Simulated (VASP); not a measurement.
# PtS2 in VASP: notebook

The runs below take PtS2 through single point, with PBE.

Program: VASP 6.6.1. These are calculated values, not measurements. Logs are shortened: lines on timing, memory, paths and dates and some standing lists are left out, and cuts for length are marked.

### Step 1. The cell of the first run

The typed cell holds 3 atoms: a = 3.543 Å, b = 3.543 Å, c = 5.039 Å, α = 90.00°, β = 90.00°, γ = 120.00°.

### Step 2. Single point, PBE

Contents of INCAR:

```
ALGO = Normal
EDIFF = 1E-6
ENCUT = 520
GGA = PE
ISIF = 2
ISMEAR = -1
LASPH = True
LCHARG = False
LREAL = False
LWAVE = False
NBANDS = 18
NELM = 80
PREC = Accurate
SIGMA = 0.02
```

Contents of KPOINTS:

```
k-points
0
Gamma
  11 11 7
```

Contents of POSCAR:

```
PtS2
1.0
    3.5432000000      0.0000000000      0.0000000000
   -1.7716000000      3.0685012107      0.0000000000
    0.0000000000      0.0000000000      5.0388000000
Pt S
1 2
Direct
    0.0000000000      0.0000000000      0.0000000000
    0.6666666667      0.3333333333      0.7749845995
    0.3333333333      0.6666666667      0.2270000000
```

Potentials or basis: VASP PAW PBE potentials, release 64 (Pt, S).

The run is started by

```sh
> cat potpaw_PBE.64/Pt/POTCAR potpaw_PBE.64/S/POTCAR > POTCAR
> mpirun -np 1 vasp_std > vasp.out
```

OUTCAR:

```text
EDIFF = 1E-6
   ENCUT = 520
   GGA = PE
   ISIF = 2
   ISMEAR = -1
   LASPH = True
   LREAL = False
   NELM = 80
   PREC = Accurate

 ion  position               nearest neighbor table
   1  0.000  0.000  0.000-   2 2.34   2 2.34   2 2.34   3 2.34   3 2.34   3 2.34
   2  0.667  0.333  0.775-   1 2.34   1 2.34   1 2.34
   3  0.333  0.667  0.227-   1 2.34   1 2.34   1 2.34

  LATTYP: Found a hexagonal cell.
 ALAT       =     3.5432000000
 C/A-ratio  =     1.4221043125

  Lattice vectors:

 A1 = (   3.5432000000,   0.0000000000,   0.0000000000)
 A2 = (  -1.7716000000,   3.0685012107,   0.0000000000)
 A3 = (   0.0000000000,   0.0000000000,   5.0388000000)

Analysis of symmetry for initial positions (statically):
=====================================================================
 Subroutine PRICEL returns:
 Original cell was already a primitive cell.

 Routine SETGRP: Setting up the symmetry group for a
 hexagonal supercell.

 Subroutine GETGRP returns: Found  6 space group operations
 (whereof  6 operations were pure point group operations)
 out of a pool of 24 trial point group operations.

The static configuration has the point symmetry C_3v.

Analysis of symmetry for dynamics (positions and initial velocities):
=====================================================================
 Subroutine PRICEL returns:
 Original cell was already a primitive cell.

 Routine SETGRP: Setting up the symmetry group for a
 hexagonal supercell.

 Subroutine GETGRP returns: Found  6 space group operations
 (whereof  6 operations were pure point group operations)
 out of a pool of 24 trial point group operations.

The dynamic configuration has the point symmetry C_3v.

 Subroutine INISYM returns: Found  6 space group operations
 (whereof  6 operations are pure point group operations),
 and found     1 'primitive' translations

----------------------------------------------------------------------------------------

                                     Primitive cell

  volume of cell :      54.7834

  direct lattice vectors                    reciprocal lattice vectors
     3.543200000  0.000000000  0.000000000     0.282230752  0.162946001  0.000000000
    -1.771600000  3.068501211  0.000000000     0.000000000  0.325892001  0.000000000
     0.000000000  0.000000000  5.038800000     0.000000000  0.000000000  0.198459951

  length of vectors
     3.543200000  3.543200000  5.038800000     0.325892001  0.325892001  0.198459951

  position of ions in fractional coordinates (direct lattice)
     0.000000000  0.000000000  0.000000000
     0.666666667  0.333333333  0.774984600
     0.333333333  0.666666667  0.227000000

  ion indices of the primitive-cell ions
   primitive index   ion index
                 1           1
                 2           2
                 3           3

----------------------------------------------------------------------------------------

 KPOINTS: k-points

Automatic generation of k-mesh.
 Grid dimensions read from file:
 generate k-points for:   11   11    7

 Generating k-lattice:

  Cartesian coordinates                     Fractional coordinates (reciprocal lattice)
     0.025657341  0.014813273  0.000000000     0.090909091  0.000000000  0.000000000
     0.000000000  0.029626546  0.000000000     0.000000000  0.090909091  0.000000000
     0.000000000  0.000000000  0.028351422     0.000000000  0.000000000  0.142857143

  Length of vectors
     0.029626546  0.029626546  0.028351422

  Shift w.r.t. Gamma in fractional coordinates (k-lattice)
     0.000000000  0.000000000  0.000000000

 Subroutine IBZKPT returns following result:
 ===========================================

 Found     94 irreducible k-points:

 Following reciprocal coordinates:
            Coordinates               Weight
  0.000000  0.000000  0.000000      1.000000
  0.090909  0.000000  0.000000      6.000000
  0.181818  0.000000  0.000000      6.000000
  0.272727  0.000000  0.000000      6.000000
  0.363636 -0.000000  0.000000      6.000000
  0.454545 -0.000000  0.000000      6.000000
[... 16 lines left out ...]
  0.000000  0.272727  0.142857      6.000000
  0.363636 -0.000000  0.142857      6.000000
 [... further k-points ...]
   k-points           NKPTS =     94   k-points in BZ     NKDIM =     94   number of bands    NBANDS=     18
   number of dos      NEDOS =    301   number of ions     NIONS =      3
   total plane-waves  NPLWV =  31360
   dimension x,y,z NGX =    28 NGY =   28 NGZ =   40
   dimension x,y,z NGXF=    56 NGYF=   56 NGZF=   80
   ions per type =               1   2
   NGX,Y,Z   is equivalent  to a cutoff of  13.14, 13.14, 13.20 a.u.
   NGXF,Y,Z  is equivalent  to a cutoff of  26.28, 26.28, 26.39 a.u.
 SYSTEM =  unknown system
   PREC   = accura    normal or accurate (medium, high low for compatibility)
   ISTART =      0    job   : 0-new  1-cont  2-samecut
   ICHARG =      2    charge: 1-file 2-atom 10-const
   ISPIN  =      1    spin polarized calculation?
   LNONCOLLINEAR =      F non collinear calculations
   LSORBIT =      F    spin-orbit coupling
   LASPH  =      T    aspherical Exc in radial PAW
   ENCUT  =  520.0 eV  38.22 Ry    6.18 a.u.   6.59  6.59  9.37*2*pi/ulx,y,z
   NELM   =     80;   NELMIN=  2; NELMDL= -5     # of ELM steps
   EDIFF  = 0.1E-05   stopping-criterion for ELM
   LREAL  =      F    real-space projection
   EDIFFG = 0.1E-04   stopping-criterion for IOM
   NSW    =      0    number of steps for IOM
   IBRION =     -1    ionic relax: 0-MD 1-quasi-New 2-CG
   NFREE  =      0    steps in history (QN), initial steepest desc. (CG)
   ISIF   =      2    stress and relaxation
   ISYM   =      2    0-nonsym 1-usesym 2-fastsym
   POTIM  = 0.5000    time-step for ionic-motion
   TEBEG  =    0.0;   TEEND  =   0.0 temperature during run
   PSTRESS=    0.0 pullay stress
   NELECT =      22.0000    total number of electrons
   NUPDOWN=      -1.0000    fix difference up-down
   EMIN   =  10.00;   EMAX   =-10.00  energy-range for DOS
   EFERMI =   0.00;   METHOD = LEGACY
   ISMEAR =    -1;   SIGMA  =   0.02  broadening in eV -4-tet -1-fermi 0-gaus
   EFERMI_NEDOS =   21; number of points for ismear=-14 and -15
   IALGO  =     38    algorithm
   IMIX   =      4    mixing-type and parameters
     AMIX     =   0.40;   BMIX     =  1.00
     AMIX_MAG =   1.60;   BMIX_MAG =  1.00
  volume/ion in A,a.u.               =      18.26       123.23
  Fermi-wavevector in a.u.,A,eV,Ry     =   1.207812  2.282434 19.848315  1.458810
  Thomas-Fermi vector in A             =   2.343439
   LORBIT       =      0    0 simple, 1 ext, 2 COOP (PROOUT), +10 PAW based schemes
   GGA     = PE    functional components
   LHFCALC =     F    Hartree Fock is set to
   AEXX    =    0.0000 exact exchange contribution
   IVDW    =     0    specifies the selected vdW correction
   LEPSILON=     F    determine dielectric tensor
   LRPA    =     F    only Hartree local field effects (RPA)
 non-spin polarized calculation
  energy-cutoff  :      520.00
  volume of cell :       54.78
 maximum number of plane-waves:      1507
 NGX is ok and might be reduce to    28
   NGX = 13   NGY = 13   NGZ = 19

 number of electron      22.0000000 magnetization

 Free energy of the ion-electron system (eV)
  ---------------------------------------------------
  ext. energy  EPLUGINS =         0.00000000
  ---------------------------------------------------
  free energy    TOTEN  =       -15.25854082 eV

  energy without entropy =      -15.25854082  energy(sigma->0) =      -15.25854082

 E-fermi :   7.1538     XC(G=0): -10.5691

 val. band max:        6.7852516894   @ k =   0.0000   0.1818   0.1429
 cond. band min:       7.5269981906   @ k =   0.0000   0.2727   0.2857
 fundamental gap:      0.7417465012
 Fermi energy:         7.1538240437

 k-point     1 :       0.0000    0.0000    0.0000
  band No.  band energies     occupation
      1      -8.8417      2.00000
      2      -5.5768      2.00000
      3      -0.3301      2.00000
      4      -0.3301      2.00000
      5      -0.1763      2.00000
      6       2.7498      2.00000
[... 10 lines left out ...]
     17      14.6541      0.00000
     18      18.7419      0.00000

 k-point     2 :       0.0909    0.0000    0.0000
  band No.  band energies     occupation
      1      -8.7299      2.00000
      2      -5.6507      2.00000
      3      -0.2533      2.00000
      4      -0.2355      2.00000
      5      -0.0657      2.00000
      6       2.5897      2.00000
[... 10 lines left out ...]
     17      15.0159      0.00000
     18      18.0422      0.00000

 k-point     3 :       0.1818    0.0000    0.0000
  band No.  band energies     occupation
      1      -8.4087      2.00000
      2      -5.8403      2.00000
      3      -0.0439      2.00000
      4      -0.0113      2.00000
      5       0.2752      2.00000
      6       2.0785      2.00000
[... 10 lines left out ...]
     17      15.8434      0.00000
     18      16.7067      0.00000

 k-point     4 :       0.2727    0.0000    0.0000
  band No.  band energies     occupation
      1      -7.9254      2.00000
      2      -6.0770      2.00000
      3       0.1448      2.00000
      4       0.2269      2.00000
      5       0.8317      2.00000
      6       1.3778      2.00000
[... 10 lines left out ...]
     17      15.7437      0.00000
     18      15.9711      0.00000

 k-point     5 :       0.3636   -0.0000    0.0000
  band No.  band energies     occupation
      1      -7.3757      2.00000
      2      -6.3034      2.00000
      3      -0.2539      2.00000
      4       0.4417      2.00000
      5       1.2306      2.00000
      6       1.5488      2.00000
[... 10 lines left out ...]
     17      15.4045      0.00000
     18      16.6242      0.00000

 k-point     6 :       0.4545   -0.0000    0.0000
  band No.  band energies     occupation
      1      -6.9206      2.00000
      2      -6.5035      2.00000
      3      -0.7646      2.00000
      4       0.5342      2.00000
      5       1.4519      2.00000
      6       2.2176      2.00000
[... 10 lines left out ...]
     17      15.2703      0.00000
     18      17.5831      0.00000

 k-point     7 :       0.0909    0.0909    0.0000
  band No.  band energies     occupation
      1      -8.5133      2.00000
      2      -5.7818      2.00000
      3      -0.1216      2.00000
      4      -0.0567      2.00000
      5       0.1511      2.00000
      6       2.3805      2.00000
[... 10 lines left out ...]
     17      15.7608      0.00000
     18      17.0320      0.00000

 k-point     8 :       0.1818    0.0909    0.0000
  band No.  band energies     occupation
      1      -8.1094      2.00000
      2      -5.9913      2.00000
      3       0.1049      2.00000
      4       0.1925      2.00000
      5       0.5610      2.00000
      6       1.7529      2.00000
[... 10 lines left out ...]
     17      16.0120      0.00000
     18      16.5413      0.00000
[... 229 lines left out ...]
     17      15.1589      0.00000
     18      17.5388      0.00000

 k-point    20 :       0.1818    0.0000    0.1429
  band No.  band energies     occupation
      1      -8.3618      2.00000
      2      -5.9437      2.00000
      3      -0.0924      2.00000
      4      -0.0283      2.00000
      5       0.4897      2.00000
      6       2.1192      2.00000
[... 10 lines left out ...]
     17      15.4968      0.00000
     18      16.5962      0.00000

 k-point    21 :       0.0000    0.1818    0.1429
  band No.  band energies     occupation
      1      -8.3687      2.00000
      2      -5.9198      2.00000
      3      -0.2149      2.00000
      4      -0.0563      2.00000
      5       0.6063      2.00000
      6       2.0149      2.00000
[... 10 lines left out ...]
     17      16.1713      0.00000
     18      16.1948      0.00000

 k-point    22 :       0.2727    0.0000    0.1429
  band No.  band energies     occupation
      1      -7.8718      2.00000
      2      -6.1697      2.00000
      3       0.1709      2.00000
      4       0.2448      2.00000
      5       0.7781      2.00000
      6       1.5757      2.00000
[... 10 lines left out ...]
     17      15.8859      0.00000
     18      16.1653      0.00000

 k-point    23 :       0.0000    0.2727    0.1429
  band No.  band energies     occupation
      1      -7.8986      2.00000
      2      -6.1037      2.00000
      3      -0.1157      2.00000
      4       0.2028      2.00000
      5       1.0788      2.00000
      6       1.3191      2.00000
[... 10 lines left out ...]
     17      16.3474      0.00000
     18      16.4919      0.00000

 k-point    24 :       0.3636   -0.0000    0.1429
  band No.  band energies     occupation
      1      -7.3093      2.00000
      2      -6.3924      2.00000
      3      -0.2192      2.00000
      4       0.4504      2.00000
      5       1.2301      2.00000
      6       1.6070      2.00000
[... 10 lines left out ...]
     17      15.6087      0.00000
     18      16.4670      0.00000

 [... further k-points ...]

------------------------ aborting loop because EDIFF is reached ----------------------------------------

  FORCE on cell =-STRESS in cart. coord.  units (eV):
  Direction    XX          YY          ZZ          XY          YZ          ZX
  --------------------------------------------------------------------------------------
  -------------------------------------------------------------------------------------
  Total        4.1124856      4.1124856      3.5903006      0.0000000      0.0000000      0.0000000
  in kB      120.2723751    120.2723751    105.0007268      0.0000000      0.0000000      0.0000000
  external PRESSURE =     115.1818256 kB  Pullay stress =       0.0000000 kB

 VOLUME and BASIS-vectors are now :
 -----------------------------------------------------------------------------
  energy-cutoff  :      520.00
  volume of cell :       54.78
      direct lattice vectors                 reciprocal lattice vectors
     3.543200000  0.000000000  0.000000000     0.282230752  0.162946001  0.000000000
    -1.771600000  3.068501211  0.000000000     0.000000000  0.325892001  0.000000000
     0.000000000  0.000000000  5.038800000     0.000000000  0.000000000  0.198459951

 POSITION                                       TOTAL-FORCE (eV/Angst)
 -----------------------------------------------------------------------------------
      0.00000      0.00000      0.00000        -0.000000      0.000000      0.106035
      1.77160      1.02283      3.90499         0.000000      0.000000     -1.339859
     -0.00000      2.04567      1.14381        -0.000000      0.000000      1.233823
 -----------------------------------------------------------------------------------
    total drift:                               -0.000000     -0.000000      0.000043

  FREE ENERGIE OF THE ION-ELECTRON SYSTEM (eV)
  ---------------------------------------------------
  free  energy   TOTEN  =       -15.2585408170 eV

  energy  without entropy=      -15.2585408169  energy(sigma->0) =      -15.25854082
```

Run time: 51 s. Hardware: 1 thread of AMD EPYC 9R45 (Zen 5), shared host; peak memory 0.21 GiB.

Results:

| Item | Value |
| --- | --- |
| Free energy | -15.2585 eV |
| Pressure | 11.5 GPa |
| Largest force | 1.340 eV/Å |
| Band gap on the k mesh | 0.74 eV, indirect (least direct gap 1.00 eV) |

Forces on the atoms (eV/Å):
```
Pt   0.000  0.000  0.106
S    0.000  0.000 -1.340
S    0.000  0.000  1.234
```

Stress tensor (GPa, compression positive):
```
12.03  0.00  0.00
 0.00 12.03  0.00
 0.00  0.00 10.50
```

Caveat: spin-orbit coupling is left out, which moves the levels of the heavy elements; forces of over 1 eV/Å act on the atoms, so gaps and moduli don't describe the material at rest. As with any semilocal functional, this PBE gap is likely too small.

### Step 3. Single point, PBE

Contents of INCAR:

```
  PREC = Accurate
  ENCUT = 520
  EDIFF = 1E-7
  ISMEAR = -1
  SIGMA = 0.02
  LREAL = F
  LASPH = T
  NELM = 60
  ALGO = Normal
  ISIF = 2
  LWAVE = F
  LCHARG = F
  GGA = PE
  NBANDS = 18
```

Contents of KPOINTS:

```
regular mesh
0
Gamma
  11 11 7
```

Changes to POSCAR since step 2:

```diff
@@ -9,3 +9,3 @@
     0.0000000000      0.0000000000      0.0000000000
-    0.6666666667      0.3333333333      0.7749845995
+    0.6666666667      0.3333333333      0.7710154005
     0.3333333333      0.6666666667      0.2270000000
```

Potentials or basis: VASP PAW PBE potentials, release 64 (Pt, S).

The run is started by

```sh
> cat potpaw_PBE.64/Pt/POTCAR potpaw_PBE.64/S/POTCAR > POTCAR
> mpirun -np 1 vasp_std > vasp.out
```

It took 56 s on 1 thread of AMD EPYC 9R45 (Zen 5), shared host; peak memory 0.21 GiB.

The run converged. Its results:

```yaml
Free_energy: -15.2828 eV
Pressure: 10.6 GPa
Largest_force: 1.192 eV/Å
Band_gap_on_the_k_mesh: 0.73 eV, indirect (least direct gap 0.99 eV)
```

Forces on the atoms (eV/Å):
```
Pt   0.000  0.000 -0.105
S    0.000  0.000 -1.087
S    0.000  0.000  1.192
```

Stress tensor (GPa, compression positive):
```
11.13  0.00  0.00
 0.00 11.13  0.00
 0.00  0.00  9.67
```

Levels at points of the mesh, in eV from the valence-band top:
| k point | band 7 | band 8 | band 9 | band 10 | band 11 | band 12 | band 13 | band 14 | band 15 | band 16 |
| --- | --- | --- | --- | --- | --- | --- | --- | --- | --- | --- |
| (0.00, 0.00, 0.00) | -4.01 | -1.85 | -1.18 | -1.18 | -0.15 | 2.39 | 2.39 | 4.74 | 5.72 | 7.89 |

Caveat: spin-orbit coupling is left out, which moves the levels of the heavy elements; forces of over 1 eV/Å act on the atoms, so gaps and moduli don't describe the material at rest.

### Step 4. Single point, PBE

Contents of INCAR:

```
SYSTEM = PtS2
PREC = Accurate ; ENCUT = 520
EDIFF = 1E-7 ; ISMEAR = -1
SIGMA = 0.02 ; LREAL = .False.
LASPH = .True. ; NELM = 60
ALGO = Normal ; ISIF = 2
LWAVE = .False. ; LCHARG = .False.
GGA = PE ; NBANDS = 18
```

Contents of KPOINTS:

```
regular mesh
0
Gamma
  11 11 7
  0 0 0
```

Changes to POSCAR since step 3:

```diff
@@ -9,3 +9,3 @@
     0.0000000000      0.0000000000      0.0000000000
-    0.6666666667      0.3333333333      0.7710154005
+    0.6666666667      0.3333333333      0.7730000000
     0.3333333333      0.6666666667      0.2270000000
```

The run is started by

```sh
> cat potpaw_PBE.64/Pt/POTCAR potpaw_PBE.64/S/POTCAR > POTCAR
> mpirun -np 1 vasp_std > vasp.out
```

Run time: 52 s. Hardware: 1 thread of AMD EPYC 9R45 (Zen 5), shared host; peak memory 0.21 GiB.

Results (log left out):

```
Free energy            : -15.2713 eV
Pressure               : 11.1 GPa
Largest force          : 1.213 eV/Å
Band gap on the k mesh : 0.73 eV, indirect (least direct gap 0.99 eV)
```

Forces on the atoms (eV/Å):
```
Pt   0.000  0.000  0.000
S    0.000  0.000 -1.213
S    0.000  0.000  1.213
```

Stress tensor (GPa, compression positive):
```
11.57  0.00  0.00
 0.00 11.57  0.00
 0.00  0.00 10.09
```

Levels at points of the mesh, in eV from the valence-band top:
```csv
k point,band 8,band 9,band 10,band 11,band 12,band 13,band 14,band 15
"(0.00, 0.00, 0.00)",-1.84,-1.19,-1.19,-0.17,2.41,2.41,4.75,5.73
```

Caveat: spin-orbit coupling is left out, which moves the levels of the heavy elements; forces of over 1 eV/Å act on the atoms, so gaps and moduli don't describe the material at rest.
